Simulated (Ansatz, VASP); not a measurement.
Be in VASP and in Ansatz

File INCAR:

```
SYSTEM = Be
PREC = Accurate
ENCUT = 520
EDIFF = 1E-6
ISMEAR = 0
SIGMA = 0.15
LREAL = .FALSE.
LASPH = .TRUE.
NELM = 100
ALGO = Fast
ISIF = 2
LWAVE = .FALSE.
LCHARG = .FALSE.
GGA = PE
IVDW = 12
NBANDS = 9
```

File KPOINTS:

```
regular mesh
0
G
  24 24 12
  0 0 0
```

Contents of POSCAR:

```
Be
1.0
    2.2141966284      0.0000000000      0.0000000000
   -1.1070983142      1.9175505292      0.0000000000
    0.0000000000      0.0000000000      3.5001053904
Be
2
Direct
    0.2672956707      0.6183237424      0.2500000000
    0.7327043293      0.3816762576      0.7500000000
```

Input for Ansatz:

```yaml
crystal:
  lattice:
    - [2.2141966284, 0.0, 0.0]
    - [-1.1070983142, 1.9175505292, 0.0]
    - [0.0, 0.0, 3.5001053904]
  atoms:
    - { symbol: Be, position: [0.2672956707, 0.6183237424, 0.25] }
    - { symbol: Be, position: [0.7327043293, 0.3816762576, 0.75] }
basis:
  ecutwfc: 520.0
kpoints:
  mp_grid: { grid: [24, 24, 12] }
hamiltonian:
  xc: pbe
  dispersion: d3bj
scf:
  occupations: { method: gaussian, width: 0.15 }
output:
  forces: true
  stress: true
  eigenvalues: true
```

Change from the starting cell: mode 4 frozen in at -0.093 Å and mode 5 at -0.093 Å (largest displacements).

Alike in both runs: task single point; functional PBE; dispersion D3(BJ); k mesh 24 × 24 × 12; occupations gaussian, width 0.15 eV; no spin polarisation.

|  | VASP | Ansatz |
| --- | --- | --- |
| version | VASP 6.6.1 | Ansatz 0.2.0 |
| potentials or method | VASP PAW PBE potentials, release 64 (Be), cutoff 520 eV | scalar-relativistic, plane waves, PAW |
| valence electrons in the cell | 4 | 4 |

Ansatz gave:

```
gap on the k mesh at the Fermi level (eV)                     : none
pressure (GPa)                                                : 1.6
traceless stress, the component that is largest in VASP (GPa) : -7.60
rms of the force components (eV/Å)                            : 0.687
```

Question: Which values does VASP return?

Answer: gap on the k mesh at the Fermi level (eV): none; pressure (GPa): 1.8; traceless stress, the component that is largest in VASP (GPa): -7.63; rms of the force components (eV/Å): 0.687.

Atom by atom the forces differ by 0.000 eV/Å (rms over components). A gap of «none» marks a metal or a gap that the smearing closes.
